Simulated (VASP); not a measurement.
# Y2MgC2 (P-3m1) in VASP: notebook

Runs on Y2MgC2. Level: PBE. Tasks: single point, relaxation of cell and atoms.

Program: VASP 6.6.1. These are calculated values, not measurements. Logs are shortened: lines on timing, memory, paths and dates and some standing lists are left out, and cuts for length are marked.

## 1. The cell of the first run

The structure is trigonal, space group P-3m1 (No. 164). Conventional cell: a = 4.229 Å, b = 4.229 Å, c = 5.326 Å, α = 90.00°, β = 90.00°, γ = 120.00°. Y (site symmetry 3m) has 5 C at 2.46 to 2.67 Å and 3 Mg at 2.86 Å within 3.2 Å. Mg (site symmetry -3m) has 6 C at 2.71 Å and 6 Y at 2.86 Å within 3.6 Å. Within 3.2 Å of C (site symmetry 3m) lie 5 Y at 2.46 to 2.67 Å and 3 Mg at 2.71 Å.

## 2. Single point, PBE

The input, INCAR:

```
SYSTEM = Y2MgC2
PREC = Accurate ; ENCUT = 520
EDIFF = 1E-6 ; ISMEAR = 0
SIGMA = 0.1 ; LREAL = .False.
LASPH = .True. ; NELM = 100
ALGO = Normal ; ISIF = 2
LWAVE = .False. ; LCHARG = .True.
GGA = PE ; LELF = .True.
LVHAR = .True. ; NBANDS = 24
```

The input, KPOINTS:

```
regular mesh
0
Gamma
  12 12 8
  0 0 0
```

The input, POSCAR:

```
Y2MgC2
1.0
    4.2291003963      0.0000000000      0.0000000000
   -2.1145501982      3.6625083784      0.0000000000
    0.0000000000      0.0000000000      5.3261395718
Y Mg C
2 1 2
Direct
    0.3333333333      0.6666666667      0.2794665582
    0.6666666667      0.3333333333      0.7205334418
    0.0000000000      0.0000000000      0.0000000000
    0.3333333333      0.6666666667      0.7783652524
    0.6666666667      0.3333333333      0.2216347476
```

Potentials or basis: VASP PAW PBE potentials, release 64 (Y_sv, Mg, C).

Launch:

```
$ cat potpaw_PBE.64/Y_sv/POTCAR potpaw_PBE.64/Mg/POTCAR potpaw_PBE.64/C/POTCAR > POTCAR
$ mpirun -np 1 vasp_std > vasp.out
```

OUTCAR:

```text
SYSTEM = Y2MgC2
   PREC = Accurate
   ENCUT = 520
   EDIFF = 1E-6
   ISMEAR = 0
   LREAL = .False.
   LASPH = .True.
   NELM = 100
   ISIF = 2
   GGA = PE

 ion  position               nearest neighbor table
   1  0.333  0.667  0.279-   5 2.46   5 2.46   5 2.46   4 2.66   4 2.67   3 2.86   3 2.86   3 2.86
                             2 3.39   2 3.39   2 3.39   2 3.85   2 3.85   2 3.85
   2  0.667  0.333  0.721-   4 2.46   4 2.46   4 2.46   5 2.66   5 2.67   3 2.86   3 2.86   3 2.86
                             1 3.39   1 3.39   1 3.39   1 3.85   1 3.85   1 3.85
   3  0.000  0.000  0.000-   4 2.71   5 2.71   5 2.71   4 2.71   5 2.71   4 2.71   1 2.86   2 2.86
                             1 2.86   2 2.86   2 2.86   1 2.86
   4  0.333  0.667  0.778-   2 2.46   2 2.46   2 2.46   1 2.66   1 2.67   3 2.71   3 2.71   3 2.71

   5  0.667  0.333  0.222-   1 2.46   1 2.46   1 2.46   2 2.66   2 2.67   3 2.71   3 2.71   3 2.71

  LATTYP: Found a hexagonal cell.
 ALAT       =     4.2291003963
 C/A-ratio  =     1.2594024905

  Lattice vectors:

 A1 = (   4.2291003963,   0.0000000000,   0.0000000000)
 A2 = (  -2.1145501982,   3.6625083784,   0.0000000000)
 A3 = (   0.0000000000,   0.0000000000,   5.3261395718)

Analysis of symmetry for initial positions (statically):
=====================================================================
 Subroutine PRICEL returns:
 Original cell was already a primitive cell.

 Routine SETGRP: Setting up the symmetry group for a
 hexagonal supercell.

 Subroutine GETGRP returns: Found 12 space group operations
 (whereof 12 operations were pure point group operations)
 out of a pool of 24 trial point group operations.

The static configuration has the point symmetry D_3d.

Analysis of symmetry for dynamics (positions and initial velocities):
=====================================================================
 Subroutine PRICEL returns:
 Original cell was already a primitive cell.

 Routine SETGRP: Setting up the symmetry group for a
 hexagonal supercell.

 Subroutine GETGRP returns: Found 12 space group operations
 (whereof 12 operations were pure point group operations)
 out of a pool of 24 trial point group operations.

The dynamic configuration has the point symmetry D_3d.

 Subroutine INISYM returns: Found 12 space group operations
 (whereof 12 operations are pure point group operations),
 and found     1 'primitive' translations

----------------------------------------------------------------------------------------

                                     Primitive cell

  volume of cell :      82.4972

  direct lattice vectors                    reciprocal lattice vectors
     4.229100396  0.000000000  0.000000000     0.236456907  0.136518459  0.000000000
    -2.114550198  3.662508378  0.000000000     0.000000000  0.273036918  0.000000000
     0.000000000  0.000000000  5.326139572     0.000000000  0.000000000  0.187753247

  length of vectors
     4.229100396  4.229100396  5.326139572     0.273036918  0.273036918  0.187753247

  position of ions in fractional coordinates (direct lattice)
     0.333333333  0.666666667  0.279466558
     0.666666667  0.333333333  0.720533442
     0.000000000  0.000000000  0.000000000
     0.333333333  0.666666667  0.778365252
     0.666666667  0.333333333  0.221634748

  ion indices of the primitive-cell ions
   primitive index   ion index
                 1           1
                 2           2
                 3           3
                 4           4
                 5           5

----------------------------------------------------------------------------------------

 KPOINTS: regular mesh

Automatic generation of k-mesh.
 Grid dimensions read from file:
 generate k-points for:   12   12    8

 Generating k-lattice:

  Cartesian coordinates                     Fractional coordinates (reciprocal lattice)
     0.019704742  0.011376538  0.000000000     0.083333333 -0.000000000  0.000000000
     0.000000000  0.022753077  0.000000000     0.000000000  0.083333333  0.000000000
     0.000000000  0.000000000  0.023469156     0.000000000  0.000000000  0.125000000

  Length of vectors
     0.022753077  0.022753077  0.023469156

  Shift w.r.t. Gamma in fractional coordinates (k-lattice)
     0.000000000  0.000000000  0.000000000

 Subroutine IBZKPT returns following result:
 ===========================================

 Found    131 irreducible k-points:

 Following reciprocal coordinates:
            Coordinates               Weight
  0.000000  0.000000  0.000000      1.000000
  0.083333  0.000000  0.000000      6.000000
  0.166667  0.000000  0.000000      6.000000
  0.250000  0.000000  0.000000      6.000000
  0.333333  0.000000  0.000000      6.000000
  0.416667  0.000000  0.000000      6.000000
[... 16 lines left out ...]
  0.166667  0.000000  0.125000      6.000000
  0.000000  0.166667  0.125000      6.000000
 [... further k-points ...]
   k-points           NKPTS =    131   k-points in BZ     NKDIM =    131   number of bands    NBANDS=     24
   number of dos      NEDOS =    301   number of ions     NIONS =      5
   total plane-waves  NPLWV =  40960
   dimension x,y,z NGX =    32 NGY =   32 NGZ =   40
   dimension x,y,z NGXF=    64 NGYF=   64 NGZF=   80
   ions per type =               2   1   2
   NGX,Y,Z   is equivalent  to a cutoff of  12.58, 12.58, 12.49 a.u.
   NGXF,Y,Z  is equivalent  to a cutoff of  25.16, 25.16, 24.97 a.u.
 SYSTEM =  Y2MgC2
   PREC   = accura    normal or accurate (medium, high low for compatibility)
   ISTART =      0    job   : 0-new  1-cont  2-samecut
   ICHARG =      2    charge: 1-file 2-atom 10-const
   ISPIN  =      1    spin polarized calculation?
   LNONCOLLINEAR =      F non collinear calculations
   LSORBIT =      F    spin-orbit coupling
   LASPH  =      T    aspherical Exc in radial PAW
   ENCUT  =  520.0 eV  38.22 Ry    6.18 a.u.   7.86  7.86  9.90*2*pi/ulx,y,z
   NELM   =    100;   NELMIN=  2; NELMDL= -5     # of ELM steps
   EDIFF  = 0.1E-05   stopping-criterion for ELM
   LREAL  =      F    real-space projection
   EDIFFG = 0.1E-04   stopping-criterion for IOM
   NSW    =      0    number of steps for IOM
   IBRION =     -1    ionic relax: 0-MD 1-quasi-New 2-CG
   NFREE  =      0    steps in history (QN), initial steepest desc. (CG)
   ISIF   =      2    stress and relaxation
   ISYM   =      2    0-nonsym 1-usesym 2-fastsym
   POTIM  = 0.5000    time-step for ionic-motion
   TEBEG  =    0.0;   TEEND  =   0.0 temperature during run
   PSTRESS=    0.0 pullay stress
   NELECT =      32.0000    total number of electrons
   NUPDOWN=      -1.0000    fix difference up-down
   EMIN   =  10.00;   EMAX   =-10.00  energy-range for DOS
   EFERMI =   0.00;   METHOD = LEGACY
   ISMEAR =     0;   SIGMA  =   0.10  broadening in eV -4-tet -1-fermi 0-gaus
   EFERMI_NEDOS =   21; number of points for ismear=-14 and -15
   IALGO  =     38    algorithm
   IMIX   =      4    mixing-type and parameters
     AMIX     =   0.40;   BMIX     =  1.00
     AMIX_MAG =   1.60;   BMIX_MAG =  1.00
  volume/ion in A,a.u.               =      16.50       111.34
  Fermi-wavevector in a.u.,A,eV,Ry     =   1.193929  2.256198 19.394643  1.425466
  Thomas-Fermi vector in A             =   2.329931
   LORBIT       =      0    0 simple, 1 ext, 2 COOP (PROOUT), +10 PAW based schemes
   GGA     = PE    functional components
   LHFCALC =     F    Hartree Fock is set to
   AEXX    =    0.0000 exact exchange contribution
   IVDW    =     0    specifies the selected vdW correction
   LEPSILON=     F    determine dielectric tensor
   LRPA    =     F    only Hartree local field effects (RPA)
 non-spin polarized calculation
 Gauss-broadening in eV      SIGMA  =   0.10
  energy-cutoff  :      520.00
  volume of cell :       82.50
 maximum number of plane-waves:      2238
   NGX = 15   NGY = 15   NGZ = 19

 number of electron      31.9999998 magnetization

 Free energy of the ion-electron system (eV)
  ---------------------------------------------------
  ext. energy  EPLUGINS =         0.00000000
  ---------------------------------------------------
  free energy    TOTEN  =       -32.62030557 eV

  energy without entropy =      -32.61928438  energy(sigma->0) =      -32.61979498

 E-fermi :   4.3102     XC(G=0): -10.4665

 val. band max:        4.2753293637   @ k =   0.0000   0.0000   0.1250
 cond. band min:       4.3359687628   @ k =   0.0833   0.0833   0.0000
 fundamental gap:      0.0606393991
 Fermi energy:         4.3102212195

 k-point     1 :       0.0000    0.0000    0.0000
  band No.  band energies     occupation
      1     -37.4862      2.00000
      2     -37.4007      2.00000
      3     -17.7828      2.00000
      4     -17.6240      2.00000
      5     -17.6240      2.00000
      6     -17.4452      2.00000
[... 16 lines left out ...]
     23       8.0582      0.00000
     24      10.7228      0.00000

 k-point     2 :       0.0833    0.0000    0.0000
  band No.  band energies     occupation
      1     -37.4845      2.00000
      2     -37.4015      2.00000
      3     -17.7757      2.00000
      4     -17.6352      2.00000
      5     -17.6293      2.00000
      6     -17.4570      2.00000
[... 16 lines left out ...]
     23       8.2029      0.00000
     24      10.2821      0.00000

 k-point     3 :       0.1667    0.0000    0.0000
  band No.  band energies     occupation
      1     -37.4795      2.00000
      2     -37.4041      2.00000
      3     -17.7563      2.00000
      4     -17.6656      2.00000
      5     -17.6434      2.00000
      6     -17.4873      2.00000
[... 16 lines left out ...]
     23       8.6186      0.00000
     24       9.4344      0.00000
[... 514 lines left out ...]
 k-point    23 :       0.1667    0.0000    0.1250
  band No.  band energies     occupation
      1     -37.4777      2.00000
      2     -37.4059      2.00000
      3     -17.7586      2.00000
      4     -17.6463      2.00000
      5     -17.6383      2.00000
      6     -17.5011      2.00000
[... 16 lines left out ...]
     23       8.7608      0.00000
     24       9.5035      0.00000

 k-point    24 :       0.0000    0.1667    0.1250
  band No.  band energies     occupation
      1     -37.4777      2.00000
      2     -37.4059      2.00000
      3     -17.7566      2.00000
      4     -17.6557      2.00000
      5     -17.6381      2.00000
      6     -17.4910      2.00000
[... 16 lines left out ...]
     23       8.7788      0.00000
     24       9.5862      0.00000

 [... further k-points ...]

------------------------ aborting loop because EDIFF is reached ----------------------------------------

  FORCE on cell =-STRESS in cart. coord.  units (eV):
  Direction    XX          YY          ZZ          XY          YZ          ZX
  --------------------------------------------------------------------------------------
  -------------------------------------------------------------------------------------
  Total       -0.0596629     -0.0596629     -0.0573383      0.0000000      0.0000000     -0.0000000
  in kB       -1.1587137     -1.1587137     -1.1135658      0.0000000      0.0000000     -0.0000000
  external PRESSURE =      -1.1436644 kB  Pullay stress =       0.0000000 kB

 VOLUME and BASIS-vectors are now :
 -----------------------------------------------------------------------------
  energy-cutoff  :      520.00
  volume of cell :       82.50
      direct lattice vectors                 reciprocal lattice vectors
     4.229100396  0.000000000  0.000000000     0.236456907  0.136518459  0.000000000
    -2.114550198  3.662508378  0.000000000     0.000000000  0.273036918  0.000000000
     0.000000000  0.000000000  5.326139572     0.000000000  0.000000000  0.187753247

 POSITION                                       TOTAL-FORCE (eV/Angst)
 -----------------------------------------------------------------------------------
     -0.00000      2.44167      1.48848         0.000000     -0.000000      0.005086
      2.11455      1.22084      3.83766        -0.000000      0.000000     -0.005086
      0.00000      0.00000      0.00000         0.000000      0.000000      0.000000
     -0.00000      2.44167      4.14568         0.000000     -0.000000      0.006227
      2.11455      1.22084      1.18046        -0.000000      0.000000     -0.006227
 -----------------------------------------------------------------------------------
    total drift:                               -0.000000      0.000000     -0.000000

  FREE ENERGIE OF THE ION-ELECTRON SYSTEM (eV)
  ---------------------------------------------------
  free  energy   TOTEN  =       -32.6203055691 eV

  energy  without entropy=      -32.6192843848  energy(sigma->0) =      -32.61979498
```

Run time: 2.9 min. Hardware: 1 thread of Intel Xeon Platinum 8488C (Sapphire Rapids), shared host; peak memory 0.41 GiB.

Results:

| Property | Result |
| --- | --- |
| Free energy | -32.6203 eV |
| Pressure | -0.1 GPa |
| Largest force | 0.006 eV/Å |
| Band gap on the k mesh | zero (band 16 reaches 4.74 eV, above the bottom of band 17 at 3.94 eV) |

Forces on the atoms (eV/Å):
```
Y    0.000  0.000  0.005
Y    0.000  0.000 -0.005
Mg   0.000  0.000  0.000
C    0.000  0.000  0.006
C    0.000  0.000 -0.006
```

[end of part 1 of 2]
